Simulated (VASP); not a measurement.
BaTiO3, 5 atoms in the cell. It takes space group R3m (No. 160, trigonal). Conventional cell: a = 5.726 Å, b = 5.726 Å, c = 7.069 Å, α = 90.00°, β = 90.00°, γ = 120.00°. Within 3.7 Å of Ba (site symmetry 3m) lie 12 O at 2.78 to 2.98 Å and 8 Ti at 3.43 to 3.64 Å. Ti (site symmetry 3m) has 6 O at 1.87 to 2.21 Å within 2.5 Å. Within 2.5 Å of O (site symmetry m) lie 2 Ti at 1.87 to 2.21 Å. 

* Program: VASP 6.6.1
* Task: single point
* Functional: PBE
* Potentials or basis: VASP PAW PBE potentials, release 64 (Ba_sv, Ti_sv, O)
* Cutoff: 520 eV
* k mesh: 6 × 6 × 6
* Occupations: gaussian, width 0.02 eV
* Spin: no spin polarisation
* Dipole correction: no
* Further INCAR settings: ALGO = Normal; EDIFF = 1e-06; NBANDS = 28

Potentials or basis: VASP PAW PBE potentials, release 64 (Ba_sv, Ti_sv, O).

Run with:

```bash
$ cat potpaw_PBE.64/Ba_sv/POTCAR potpaw_PBE.64/Ti_sv/POTCAR potpaw_PBE.64/O/POTCAR > POTCAR
$ mpirun -np 1 vasp_std > vasp.out
```

Hardware: 1 thread of AMD EPYC 7R43 64-Core Processor (Zen 3), on a shared host.

Problem. Estimate the wall time of this run.

Solution. It took 87 s on 1 thread of AMD EPYC 7R43 64-Core Processor (Zen 3), with other jobs on the host, peak memory 0.16 GiB. Counts: scf iterations 16, k points 32.
